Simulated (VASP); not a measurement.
A run of VASP 6.6.1 is set up as follows.

Contents of INCAR:

```
PREC = Accurate ; ENCUT = 520
EDIFF = 1E-6 ; ISMEAR = -1
SIGMA = 0.05 ; LREAL = False
LASPH = True ; NELM = 100
ALGO = Normal ; ISIF = 2
LWAVE = False ; LCHARG = False
GGA = PS ; NBANDS = 12
```

Contents of KPOINTS:

```
Automatic mesh
0
Gamma
  9 9 5
```

The input POSCAR:

```
Sb
1.0
    3.3091953418      0.0000000000      0.0000000000
   -1.6545976709      2.8658472321      0.0000000000
    0.0000000000      0.0000000000      5.3962304974
Sb
2
Direct
    0.6666666667      0.3333333333      0.7500000000
    0.3333333333      0.6666666667      0.2500000000
```

Potentials or basis: VASP PAW PBE potentials, release 64 (Sb).

Launch:

```sh
$ cat potpaw_PBE.64/Sb/POTCAR > POTCAR
$ mpirun -np 1 vasp_std > vasp.out
```

(1) Estimate the pressure.

(2) Estimate the band gap on the k mesh.

## Answers

(1) 1.0 GPa.

(2) zero (bands 5 and 6 overlap by 7.31 eV).

Caveat: the PAW data sets were made with another functional, which shifts forces and pressure a little; spin-orbit coupling is left out, which moves the levels of the heavy elements.
